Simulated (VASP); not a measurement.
# HgTe (P6_3/mmc) in VASP: relaxation of cell and atoms with r2SCAN

Aim: the relaxation of cell and atoms of HgTe with r2SCAN.

All numbers are computed with VASP 6.6.1; they aren't measurements. Logs are shortened: lines on timing, memory, paths and dates and some standing lists are left out, and cuts for length are marked.

### 1 The cell of the first run

Symmetry: P6_3/mmc, No. 194, hexagonal system. The conventional cell has a = 4.261 Å, b = 4.261 Å, c = 7.470 Å, α = 90.00°, β = 90.00°, γ = 120.00°. Hg (site symmetry -3m) has 6 Te at 3.09 Å and 2 Hg at 3.74 Å within 4.1 Å. Te (site symmetry -6m2) has 6 Hg at 3.09 Å within 4.1 Å.

### 2 Relaxation of cell and atoms, r2SCAN

POSCAR

```
HgTe
1.0
    4.2614311701      0.0000000000      0.0000000000
   -2.1307155851      3.6905076498      0.0000000000
    0.0000000000      0.0000000000      7.4700936535
Hg Te
2 2
Direct
    0.0000000000      0.0000000000      0.0000000000
    0.0000000000      0.0000000000      0.5000000000
    0.3333333333      0.6666666667      0.2500000000
    0.6666666667      0.3333333333      0.7500000000
```

INCAR.step1

```
SYSTEM = HgTe
PREC = Accurate
ENCUT = 600
ISMEAR = -1
SIGMA = 0.02
LREAL = .False.
LASPH = .True.
NELM = 100
GGA = PE
ALGO = Normal
EDIFF = 1E-4
LWAVE = .True.
LCHARG = .False.
```

INCAR.step2

```
SYSTEM = HgTe
PREC = Accurate
ENCUT = 600
EDIFF = 1E-6
ISMEAR = -1
SIGMA = 0.02
LREAL = .False.
LASPH = .True.
NELM = 100
ALGO = Normal
ISIF = 3
LWAVE = .False.
LCHARG = .False.
METAGGA = R2SCAN
LMIXTAU = .True.
IBRION = 2
NSW = 80
EDIFFG = -0.005
ISTART = 1
```

KPOINTS

```
Automatic mesh
0
Gamma
  6 6 4
  0 0 0
```

Potentials or basis: VASP PAW PBE potentials, release 64 (Hg, Te).

The run is started by

```bash
cat potpaw_PBE.64/Hg/POTCAR potpaw_PBE.64/Te/POTCAR > POTCAR
cp INCAR.step1 INCAR
mpirun -np 1 vasp_std > vasp.out
cp INCAR.step2 INCAR
mpirun -np 1 vasp_std > vasp.out
```

OUTCAR:

```text
SYSTEM = HgTe
   PREC = Accurate
   ENCUT = 600
   EDIFF = 1E-6
   ISMEAR = -1
   LREAL = .False.
   LASPH = .True.
   NELM = 100
   ISIF = 3
   METAGGA = R2SCAN
   IBRION = 2
   NSW = 80
   EDIFFG = -0.005
   ISTART = 1

 ion  position               nearest neighbor table
   1  0.000  0.000  0.000-   3 3.09   4 3.09   4 3.09   3 3.09   4 3.09   3 3.09   2 3.74   2 3.74

   2  0.000  0.000  0.500-   3 3.09   4 3.09   4 3.09   3 3.09   4 3.09   3 3.09   1 3.74   1 3.74

   3  0.333  0.667  0.250-   1 3.09   2 3.09   1 3.09   2 3.09   1 3.09   2 3.09
   4  0.667  0.333  0.750-   1 3.09   2 3.09   1 3.09   2 3.09   1 3.09   2 3.09

  LATTYP: Found a hexagonal cell.
 ALAT       =     4.2614311701
 C/A-ratio  =     1.7529541967

  Lattice vectors:

 A1 = (   4.2614311701,   0.0000000000,   0.0000000000)
 A2 = (  -2.1307155851,   3.6905076498,   0.0000000000)
 A3 = (   0.0000000000,   0.0000000000,   7.4700936535)

Analysis of symmetry for initial positions (statically):
=====================================================================
 Subroutine PRICEL returns:
 Original cell was already a primitive cell.

 Routine SETGRP: Setting up the symmetry group for a
 hexagonal supercell.

 Subroutine GETGRP returns: Found 24 space group operations
 (whereof 12 operations were pure point group operations)
 out of a pool of 24 trial point group operations.

The static configuration has the point symmetry D_3d.
 The point group associated with its full space group is D_6h.

Analysis of symmetry for dynamics (positions and initial velocities):
=====================================================================
 Subroutine PRICEL returns:
 Original cell was already a primitive cell.

 Routine SETGRP: Setting up the symmetry group for a
 hexagonal supercell.

 Subroutine GETGRP returns: Found 24 space group operations
 (whereof 12 operations were pure point group operations)
 out of a pool of 24 trial point group operations.

The dynamic configuration has the point symmetry D_3d.
 The point group associated with its full space group is D_6h.

 Subroutine INISYM returns: Found 24 space group operations
 (whereof 12 operations are pure point group operations),
 and found     1 'primitive' translations

----------------------------------------------------------------------------------------

                                     Primitive cell

  volume of cell :     117.4810

  direct lattice vectors                    reciprocal lattice vectors
     4.261431170  0.000000000  0.000000000     0.234662948  0.135482716  0.000000000
    -2.130715585  3.690507650  0.000000000     0.000000000  0.270965432  0.000000000
     0.000000000  0.000000000  7.470093654     0.000000000  0.000000000  0.133867130

  length of vectors
     4.261431170  4.261431170  7.470093654     0.270965432  0.270965432  0.133867130

  position of ions in fractional coordinates (direct lattice)
     0.000000000  0.000000000  0.000000000
     0.000000000  0.000000000  0.500000000
     0.333333333  0.666666667  0.250000000
     0.666666667  0.333333333  0.750000000

  ion indices of the primitive-cell ions
   primitive index   ion index
                 1           1
                 2           2
                 3           3
                 4           4

----------------------------------------------------------------------------------------

 KPOINTS: Automatic mesh

Automatic generation of k-mesh.
 Grid dimensions read from file:
 generate k-points for:    6    6    4

 Generating k-lattice:

  Cartesian coordinates                     Fractional coordinates (reciprocal lattice)
     0.039110491  0.022580453  0.000000000     0.166666667 -0.000000000  0.000000000
     0.000000000  0.045160905  0.000000000     0.000000000  0.166666667  0.000000000
     0.000000000  0.000000000  0.033466783     0.000000000  0.000000000  0.250000000

  Length of vectors
     0.045160905  0.045160905  0.033466783

  Shift w.r.t. Gamma in fractional coordinates (k-lattice)
     0.000000000  0.000000000  0.000000000

 Subroutine IBZKPT returns following result:
 ===========================================

 Found     21 irreducible k-points:

 Following reciprocal coordinates:
            Coordinates               Weight
  0.000000  0.000000  0.000000      1.000000
  0.166667  0.000000  0.000000      6.000000
  0.333333 -0.000000  0.000000      6.000000
  0.500000 -0.000000  0.000000      3.000000
  0.166667  0.166667  0.000000      6.000000
  0.333333  0.166667  0.000000     12.000000
[... 13 lines left out ...]
  0.333333  0.166667  0.500000     12.000000
  0.333333  0.333333  0.500000      2.000000
   k-points           NKPTS =     21   k-points in BZ     NKDIM =     21   number of bands    NBANDS=     22
   number of dos      NEDOS =    301   number of ions     NIONS =      4
   total plane-waves  NPLWV =  77760
   dimension x,y,z NGX =    36 NGY =   36 NGZ =   60
   dimension x,y,z NGXF=    72 NGYF=   72 NGZF=  120
   ions per type =               2   2
   NGX,Y,Z   is equivalent  to a cutoff of  14.04, 14.04, 13.35 a.u.
   NGXF,Y,Z  is equivalent  to a cutoff of  28.09, 28.09, 26.71 a.u.
 SYSTEM =  HgTe
   PREC   = accura    normal or accurate (medium, high low for compatibility)
   ISTART =      1    job   : 0-new  1-cont  2-samecut
   ICHARG =      0    charge: 1-file 2-atom 10-const
   ISPIN  =      1    spin polarized calculation?
   LNONCOLLINEAR =      F non collinear calculations
   LSORBIT =      F    spin-orbit coupling
   LASPH  =      T    aspherical Exc in radial PAW
   ENCUT  =  600.0 eV  44.10 Ry    6.64 a.u.   8.51  8.51 14.92*2*pi/ulx,y,z
   NELM   =    100;   NELMIN=  2; NELMDL=  0     # of ELM steps
   EDIFF  = 0.1E-05   stopping-criterion for ELM
   LREAL  =      F    real-space projection
   EDIFFG = -.5E-02   stopping-criterion for IOM
   NSW    =     80    number of steps for IOM
   IBRION =      2    ionic relax: 0-MD 1-quasi-New 2-CG
   NFREE  =      1    steps in history (QN), initial steepest desc. (CG)
   ISIF   =      3    stress and relaxation
   ISYM   =      2    0-nonsym 1-usesym 2-fastsym
   POTIM  = 0.5000    time-step for ionic-motion
   TEBEG  =    0.0;   TEEND  =   0.0 temperature during run
   PSTRESS=    0.0 pullay stress
   NELECT =      36.0000    total number of electrons
   NUPDOWN=      -1.0000    fix difference up-down
   EMIN   =  10.00;   EMAX   =-10.00  energy-range for DOS
   EFERMI =   0.00;   METHOD = LEGACY
   ISMEAR =    -1;   SIGMA  =   0.02  broadening in eV -4-tet -1-fermi 0-gaus
   EFERMI_NEDOS =   21; number of points for ismear=-14 and -15
   IALGO  =     38    algorithm
   IMIX   =      4    mixing-type and parameters
     AMIX     =   0.40;   BMIX     =  1.00
     AMIX_MAG =   1.60;   BMIX_MAG =  1.00
  volume/ion in A,a.u.               =      29.37       198.20
  Fermi-wavevector in a.u.,A,eV,Ry     =   1.103705  2.085701 16.574146  1.218165
  Thomas-Fermi vector in A             =   2.240167
   LORBIT       =      0    0 simple, 1 ext, 2 COOP (PROOUT), +10 PAW based schemes
   METAGGA = R2SCAN    functional components
   LHFCALC =     F    Hartree Fock is set to
   AEXX    =    0.0000 exact exchange contribution
   IVDW    =     0    specifies the selected vdW correction
   LEPSILON=     F    determine dielectric tensor
   LRPA    =     F    only Hartree local field effects (RPA)
 conjugate gradient relaxation of ions
 non-spin polarized calculation
  energy-cutoff  :      600.00
  volume of cell :      117.48
 maximum number of plane-waves:      3978
 NGX is ok and might be reduce to    36
   NGX = 17   NGY = 17   NGZ = 29

--------------------------------------- Ionic step        1  -------------------------------------------

 number of electron      35.9999993 magnetization

 Free energy of the ion-electron system (eV)
  ---------------------------------------------------
  ext. energy  EPLUGINS =         0.00000000
  ---------------------------------------------------
  free energy    TOTEN  =      -149.48811264 eV

  energy without entropy =     -149.48571573  energy(sigma->0) =     -149.48691419

------------------------ aborting loop because EDIFF is reached ----------------------------------------

  FORCE on cell =-STRESS in cart. coord.  units (eV):
  Direction    XX          YY          ZZ          XY          YZ          ZX
  --------------------------------------------------------------------------------------
  -------------------------------------------------------------------------------------
  Total       -0.6458325     -0.6458325     -0.8690523      0.0000000      0.0000000     -0.0000000
  in kB       -8.8077064     -8.8077064    -11.8519242      0.0000000      0.0000000     -0.0000000
  external PRESSURE =      -9.8224457 kB  Pullay stress =       0.0000000 kB

 VOLUME and BASIS-vectors are now :
 -----------------------------------------------------------------------------
  energy-cutoff  :      600.00
  volume of cell :      117.48
      direct lattice vectors                 reciprocal lattice vectors
     4.261431170  0.000000000  0.000000000     0.234662948  0.135482716  0.000000000
    -2.130715585  3.690507650  0.000000000     0.000000000  0.270965432  0.000000000
     0.000000000  0.000000000  7.470093654     0.000000000  0.000000000  0.133867130
[... 153 lines left out ...]
 POSITION                                       TOTAL-FORCE (eV/Angst)
 -----------------------------------------------------------------------------------
      0.00000      0.00000      0.00000         0.000000     -0.000000      0.000000
      0.00000      0.00000      3.70433         0.000000     -0.000000      0.000000
     -0.00000      2.44649      1.85217         0.000000     -0.000000     -0.000000
      2.11872      1.22325      5.55650        -0.000000      0.000000      0.000000
 -----------------------------------------------------------------------------------
    total drift:                               -0.000000      0.000000     -0.000000

  FREE ENERGIE OF THE ION-ELECTRON SYSTEM (eV)
  ---------------------------------------------------
  free  energy   TOTEN  =      -149.4956533430 eV

  energy  without entropy=     -149.4933469086  energy(sigma->0) =     -149.49450013

--------------------------------------- Ionic step        6  -------------------------------------------

 number of electron      35.9999994 magnetization

 Free energy of the ion-electron system (eV)
  ---------------------------------------------------
  ext. energy  EPLUGINS =         0.00000000
  ---------------------------------------------------
  free energy    TOTEN  =      -149.49566162 eV

  energy without entropy =     -149.49336509  energy(sigma->0) =     -149.49451335

 E-fermi :   4.1566     XC(G=0): -10.3336

 val. band max:        4.1433680874   @ k =   0.1667   0.0000   0.2500
 cond. band min:       4.2516273326   @ k =   0.5000  -0.0000   0.2500
 fundamental gap:      0.1082592451
 Fermi energy:         4.1565855073

 k-point     1 :       0.0000    0.0000    0.0000
  band No.  band energies     occupation
      1      -8.3251      2.00000
      2      -7.2141      2.00000
      3      -3.2284      2.00000
      4      -3.2284      2.00000
      5      -3.2009      2.00000
      6      -3.0902      2.00000
[... 14 lines left out ...]
     21       8.8979      0.00000
     22       9.5519      0.00000
[... 520 lines left out ...]
 POSITION                                       TOTAL-FORCE (eV/Angst)
 -----------------------------------------------------------------------------------
     -0.00000      0.00000      0.00000         0.000000     -0.000000      0.000000
      0.00000      0.00000      3.70256         0.000000     -0.000000      0.000000
     -0.00000      2.44722      1.85128         0.000000     -0.000000     -0.000000
      2.11935      1.22361      5.55384        -0.000000      0.000000      0.000000
 -----------------------------------------------------------------------------------
    total drift:                               -0.000000      0.000000     -0.000000

  FREE ENERGIE OF THE ION-ELECTRON SYSTEM (eV)
  ---------------------------------------------------
  free  energy   TOTEN  =      -149.4956616161 eV

  energy  without entropy=     -149.4933650922  energy(sigma->0) =     -149.49451335

 reached required accuracy - stopping structural energy minimisation
```

Run time: 10 min. Hardware: 1 thread of Intel Xeon Platinum 8488C (Sapphire Rapids), shared host; peak memory 0.32 GiB.

What came out:

```yaml
Free_energy: -149.4957 eV
Relaxed_volume: 28.81 Å³/atom
Relaxed_cell: a = 4.239 Å, b = 4.239 Å, c = 7.405 Å, α = 90.00°, β = 90.00°, γ = 120.00°
Space_group_after_relaxing_to_0.05_Å: P6_3/mmc (No. 194)
Energy_gained_by_relaxing: 1.9 meV/atom
Ionic_steps: 6
Pressure_after_relaxing: 0.0 GPa
Band_gap_on_the_k_mesh: zero (band 18 reaches 4.42 eV, above the bottom of band 19 at 2.06 eV)
```

The path:
```tsv
step	energy change (eV)	largest force (eV/Å)	pressure (GPa)	volume (Å³)
1	0.0000	0.0000	-0.98	117.48
2	-0.0068	0.0000	0.35	114.45
3	-0.0075	0.0000	0.01	115.15
4	-0.0075	0.0000	-0.01	115.20
5	-0.0075	0.0000	-0.01	115.21
6	-0.0075	0.0000	-0.02	115.22
```

Final structure:
```
CELL_PARAMETERS angstrom
4.23871 0.00000 0.00000
-2.11935 3.67083 0.00000
0.00000 0.00000 7.40512
ATOMIC_POSITIONS crystal
Hg 0.00000 0.00000 0.00000
Hg 0.00000 0.00000 0.50000
Te 0.33333 0.66667 0.25000
Te 0.66667 0.33333 0.75000
```

Caveat: the PAW data sets were made with another functional, which shifts forces and pressure a little; spin-orbit coupling is left out, which moves the levels of the heavy elements.
